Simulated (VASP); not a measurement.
# GaSb (I-4m2) in VASP: a series of runs, part 2 of 2

VASP 6.6.1. The steps go on from the part before.

## Step 3: Single point, PBEsol (strain -0.0600 x Voigt [1, 0, 0, 0, 0, 0])

Input file INCAR:

```
  PREC = Accurate
  ENCUT = 520
  EDIFF = 1E-6
  ISMEAR = 0
  SIGMA = 0.15
  LREAL = F
  LASPH = T
  NELM = 100
  ALGO = Normal
  ISIF = 2
  LWAVE = F
  LCHARG = T
  GGA = PS
  LELF = T
  LVHAR = T
  NBANDS = 16
```

Input file KPOINTS:

```
regular mesh
0
Gamma
  14 14 14
```

Input file POSCAR:

```
GaSb
1.0
    0.0000000000      3.0590000000      3.0590000000
    2.8754600000      0.0000000000      3.0590000000
    2.8754600000      3.0590000000      0.0000000000
Ga Sb
1 1
Direct
    0.0000000000      0.0000000000      0.0000000000
    0.7500000000      0.7500000000      0.7500000000
```

Potentials or basis: VASP PAW PBE potentials, release 64 (Ga_d, Sb).

On the command line:

```console
> cat potpaw_PBE.64/Ga_d/POTCAR potpaw_PBE.64/Sb/POTCAR > POTCAR
> mpirun -np 1 vasp_std > vasp.out
```

OUTCAR:

```text
PREC = Accurate
   ENCUT = 520
   EDIFF = 1E-6
   ISMEAR = 0
   LREAL = F
   LASPH = T
   NELM = 100
   ISIF = 2
   GGA = PS

 ion  position               nearest neighbor table
   1  0.000  0.000  0.000-   2 2.60   2 2.60   2 2.60   2 2.60
   2  0.750  0.750  0.750-   1 2.60   1 2.60   1 2.60   1 2.60

  LATTYP: Found a body centered tetragonal cell.
 ALAT       =     4.3260792873
 C/A-ratio  =     1.3293607486

  Lattice vectors:

 A1 = (  -2.8754600000,   0.0000000000,  -3.0590000000)
 A2 = (  -2.8754600000,   0.0000000000,   3.0590000000)
 A3 = (   2.8754600000,   3.0590000000,   0.0000000000)

Analysis of symmetry for initial positions (statically):
=====================================================================
 Subroutine PRICEL returns:
 Original cell was already a primitive cell.

 Routine SETGRP: Setting up the symmetry group for a
 body centered tetragonal supercell.

 Subroutine GETGRP returns: Found  8 space group operations
 (whereof  8 operations were pure point group operations)
 out of a pool of 16 trial point group operations.

The static configuration has the point symmetry D_2d.

Analysis of symmetry for dynamics (positions and initial velocities):
=====================================================================
 Subroutine PRICEL returns:
 Original cell was already a primitive cell.

 Routine SETGRP: Setting up the symmetry group for a
 body centered tetragonal supercell.

 Subroutine GETGRP returns: Found  8 space group operations
 (whereof  8 operations were pure point group operations)
 out of a pool of 16 trial point group operations.

The dynamic configuration has the point symmetry D_2d.

 Subroutine INISYM returns: Found  8 space group operations
 (whereof  8 operations are pure point group operations),
 and found     1 'primitive' translations

----------------------------------------------------------------------------------------

                                     Primitive cell

  volume of cell :      53.8141

  direct lattice vectors                    reciprocal lattice vectors
     0.000000000  3.059000000  3.059000000    -0.173885222  0.163452109  0.163452109
     2.875460000  0.000000000  3.059000000     0.173885222 -0.163452109  0.163452109
     2.875460000  3.059000000  0.000000000     0.173885222  0.163452109 -0.163452109

  length of vectors
     4.326079287  4.198303373  4.198303373     0.289256381  0.289256381  0.289256381

  position of ions in fractional coordinates (direct lattice)
     0.000000000  0.000000000  0.000000000
     0.750000000  0.750000000  0.750000000

  ion indices of the primitive-cell ions
   primitive index   ion index
                 1           1
                 2           2

----------------------------------------------------------------------------------------

 KPOINTS: regular mesh

Automatic generation of k-mesh.
 Grid dimensions read from file:
 generate k-points for:   14   14   14

 Generating k-lattice:

  Cartesian coordinates                     Fractional coordinates (reciprocal lattice)
    -0.012420373  0.011675151  0.011675151     0.071428571 -0.000000000 -0.000000000
     0.012420373 -0.011675151  0.011675151     0.000000000  0.071428571  0.000000000
     0.012420373  0.011675151 -0.011675151     0.000000000  0.000000000  0.071428571

  Length of vectors
     0.020661170  0.020661170  0.020661170

  Shift w.r.t. Gamma in fractional coordinates (k-lattice)
     0.000000000  0.000000000  0.000000000

 Subroutine IBZKPT returns following result:
 ===========================================

 Found    244 irreducible k-points:

 Following reciprocal coordinates:
            Coordinates               Weight
  0.000000  0.000000  0.000000      1.000000
  0.071429  0.000000  0.000000      8.000000
  0.142857  0.000000  0.000000      8.000000
  0.214286  0.000000  0.000000      8.000000
  0.285714  0.000000  0.000000      8.000000
  0.357143  0.000000  0.000000      8.000000
[... 16 lines left out ...]
  0.214286  0.142857  0.000000     16.000000
  0.285714  0.142857  0.000000     16.000000
 [... further k-points ...]
   k-points           NKPTS =    244   k-points in BZ     NKDIM =    244   number of bands    NBANDS=     16
   number of dos      NEDOS =    301   number of ions     NIONS =      2
   total plane-waves  NPLWV =  32768
   dimension x,y,z NGX =    32 NGY =   32 NGZ =   32
   dimension x,y,z NGXF=    64 NGYF=   64 NGZF=   64
   ions per type =               1   1
   NGX,Y,Z   is equivalent  to a cutoff of  12.30, 12.67, 12.67 a.u.
   NGXF,Y,Z  is equivalent  to a cutoff of  24.59, 25.34, 25.34 a.u.
 SYSTEM =  unknown system
   PREC   = accura    normal or accurate (medium, high low for compatibility)
   ISTART =      0    job   : 0-new  1-cont  2-samecut
   ICHARG =      2    charge: 1-file 2-atom 10-const
   ISPIN  =      1    spin polarized calculation?
   LNONCOLLINEAR =      F non collinear calculations
   LSORBIT =      F    spin-orbit coupling
   LASPH  =      T    aspherical Exc in radial PAW
   ENCUT  =  520.0 eV  38.22 Ry    6.18 a.u.   8.04  7.81  7.81*2*pi/ulx,y,z
   NELM   =    100;   NELMIN=  2; NELMDL= -5     # of ELM steps
   EDIFF  = 0.1E-05   stopping-criterion for ELM
   LREAL  =      F    real-space projection
   EDIFFG = 0.1E-04   stopping-criterion for IOM
   NSW    =      0    number of steps for IOM
   IBRION =     -1    ionic relax: 0-MD 1-quasi-New 2-CG
   NFREE  =      0    steps in history (QN), initial steepest desc. (CG)
   ISIF   =      2    stress and relaxation
   ISYM   =      2    0-nonsym 1-usesym 2-fastsym
   POTIM  = 0.5000    time-step for ionic-motion
   TEBEG  =    0.0;   TEEND  =   0.0 temperature during run
   PSTRESS=    0.0 pullay stress
   NELECT =      18.0000    total number of electrons
   NUPDOWN=      -1.0000    fix difference up-down
   EMIN   =  10.00;   EMAX   =-10.00  energy-range for DOS
   EFERMI =   0.00;   METHOD = LEGACY
   ISMEAR =     0;   SIGMA  =   0.15  broadening in eV -4-tet -1-fermi 0-gaus
   EFERMI_NEDOS =   21; number of points for ismear=-14 and -15
   IALGO  =     38    algorithm
   IMIX   =      4    mixing-type and parameters
     AMIX     =   0.40;   BMIX     =  1.00
     AMIX_MAG =   1.60;   BMIX_MAG =  1.00
  volume/ion in A,a.u.               =      26.91       181.58
  Fermi-wavevector in a.u.,A,eV,Ry     =   1.136406  2.147496 17.570821  1.291419
  Thomas-Fermi vector in A             =   2.273111
   LORBIT       =      0    0 simple, 1 ext, 2 COOP (PROOUT), +10 PAW based schemes
   GGA     = PS    functional components
   LHFCALC =     F    Hartree Fock is set to
   AEXX    =    0.0000 exact exchange contribution
   IVDW    =     0    specifies the selected vdW correction
   LEPSILON=     F    determine dielectric tensor
   LRPA    =     F    only Hartree local field effects (RPA)
 non-spin polarized calculation
 Gauss-broadening in eV      SIGMA  =   0.15
  energy-cutoff  :      520.00
  volume of cell :       53.81
 maximum number of plane-waves:      1470
   NGX = 17   NGY = 15   NGZ = 15

 number of electron      18.0000005 magnetization

 Free energy of the ion-electron system (eV)
  ---------------------------------------------------
  ext. energy  EPLUGINS =         0.00000000
  ---------------------------------------------------
  free energy    TOTEN  =        -8.10269453 eV

  energy without entropy =       -8.10249911  energy(sigma->0) =       -8.10259682

 E-fermi :   5.6198     XC(G=0):  -9.5427

 val. band max:        5.6106494781   @ k =   0.0000   0.0000   0.0000
 cond. band min:       5.7512753433   @ k =   0.0000   0.4286   0.4286
 fundamental gap:      0.1406258651
 Fermi energy:         5.6197976636

 k-point     1 :       0.0000    0.0000    0.0000
  band No.  band energies     occupation
      1      -9.7503      2.00000
      2      -9.7503      2.00000
      3      -9.7430      2.00000
      4      -9.6910      2.00000
      5      -9.6852      2.00000
      6      -6.5625      2.00000
[... 8 lines left out ...]
     15      13.5782      0.00000
     16      14.3944      0.00000
[... 419 lines left out ...]
 k-point    24 :       0.2857    0.1429    0.0000
  band No.  band energies     occupation
      1      -9.7736      2.00000
      2      -9.7383      2.00000
      3      -9.7335      2.00000
      4      -9.6922      2.00000
      5      -9.6861      2.00000
      6      -5.7764      2.00000
[... 8 lines left out ...]
     15      13.6893      0.00000
     16      14.3602      0.00000

 [... further k-points ...]

------------------------ aborting loop because EDIFF is reached ----------------------------------------

  FORCE on cell =-STRESS in cart. coord.  units (eV):
  Direction    XX          YY          ZZ          XY          YZ          ZX
  --------------------------------------------------------------------------------------
  -------------------------------------------------------------------------------------
  Total        1.7184056      0.9185209      0.9185209      0.0000000      0.0000000      0.0000000
  in kB       51.1611122     27.3466008     27.3466008      0.0000000      0.0000000      0.0000000
  external PRESSURE =      35.2847713 kB  Pullay stress =       0.0000000 kB

 VOLUME and BASIS-vectors are now :
 -----------------------------------------------------------------------------
  energy-cutoff  :      520.00
  volume of cell :       53.81
      direct lattice vectors                 reciprocal lattice vectors
     0.000000000  3.059000000  3.059000000    -0.173885222  0.163452109  0.163452109
     2.875460000  0.000000000  3.059000000     0.173885222 -0.163452109  0.163452109
     2.875460000  3.059000000  0.000000000     0.173885222  0.163452109 -0.163452109

 POSITION                                       TOTAL-FORCE (eV/Angst)
 -----------------------------------------------------------------------------------
      0.00000      0.00000      0.00000         0.000000      0.000000      0.000000
      4.31319      4.58850      4.58850        -0.000000     -0.000000     -0.000000
 -----------------------------------------------------------------------------------
    total drift:                               -0.000001     -0.000001     -0.000001

  FREE ENERGIE OF THE ION-ELECTRON SYSTEM (eV)
  ---------------------------------------------------
  free  energy   TOTEN  =        -8.1026945345 eV

  energy  without entropy=       -8.1024991114  energy(sigma->0) =       -8.10259682
```

OSZICAR:

```text
N       E                     dE             d eps       ncg     rms          rms(c)
DAV:   1     0.824505720460E+02    0.82451E+02   -0.86322E+03  7928   0.142E+03
DAV:   2    -0.178308332443E+01   -0.84234E+02   -0.81065E+02  9192   0.301E+02
DAV:   3    -0.810376529100E+01   -0.63207E+01   -0.63057E+01  9464   0.652E+01
DAV:   4    -0.821402533680E+01   -0.11026E+00   -0.11024E+00  9968   0.969E+00
DAV:   5    -0.821656625816E+01   -0.25409E-02   -0.25409E-02  9920   0.129E+00    0.337E+00
DAV:   6    -0.813272000351E+01    0.83846E-01   -0.86567E-02 10832   0.517E+00    0.199E+00
DAV:   7    -0.810235934398E+01    0.30361E-01   -0.49439E-02  9792   0.201E+00    0.381E-01
DAV:   8    -0.810244726713E+01   -0.87923E-04   -0.51088E-03 10328   0.862E-01    0.123E-01
DAV:   9    -0.810270082259E+01   -0.25356E-03   -0.47042E-04  9336   0.165E-01    0.462E-02
DAV:  10    -0.810268704559E+01    0.13777E-04   -0.20982E-05 10072   0.387E-02    0.133E-02
DAV:  11    -0.810269454403E+01   -0.74984E-05   -0.11303E-05  9648   0.234E-02    0.472E-03
DAV:  12    -0.810269453451E+01    0.95233E-08   -0.35591E-07  8072   0.561E-03
   1 F= -.81026945E+01 E0= -.81025968E+01  d E =-.195423E-03
```

stdout:

```text
POSCAR found type information on POSCAR GaSb
 POSCAR found :  2 types and       2 ions
 scaLAPACK will be used
 -----------------------------------------------------------------------------
|                                                                             |
|                                                                             |
|     You enforced a specific xc type in the INCAR file but a different       |
|     I HOPE YOU KNOW WHAT YOU ARE DOING!                                     |
|                                                                             |
 -----------------------------------------------------------------------------

 LDA part: xc-table for (Slater+PW92), standard interpolation
 POSCAR, INCAR and KPOINTS ok, starting setup
 FFT: planning ... GRIDC
 FFT: planning ... GRID_SOFT
 FFT: planning ... GRID
 WAVECAR not read
 entering main loop
```

Run time: 3.4 min. Hardware: 1 thread of Intel Xeon 8259CL, shared host; peak memory 0.35 GiB.

What came out:

| Item | Value |
| --- | --- |
| Free energy | -8.1027 eV |
| Pressure | 3.5 GPa |
| Band gap on the k mesh | 0.14 eV (least direct gap 0.19 eV) |

Stress tensor (GPa, compression positive):
```
5.12 0.00 0.00
0.00 2.73 0.00
0.00 0.00 2.73
```

Caveat: the cell differs from its parent crystal (strain -0.0600 x Voigt [1, 0, 0, 0, 0, 0]); the cell stands under pressure; semilocal functionals underestimate gaps, and a narrow one can read as zero; the PAW data sets were made with another functional, which shifts forces and pressure a little; spin-orbit coupling is left out, which moves the levels of the heavy elements.

The gap in the log of VASP goes by the Fermi energy; the results here count the filled bands.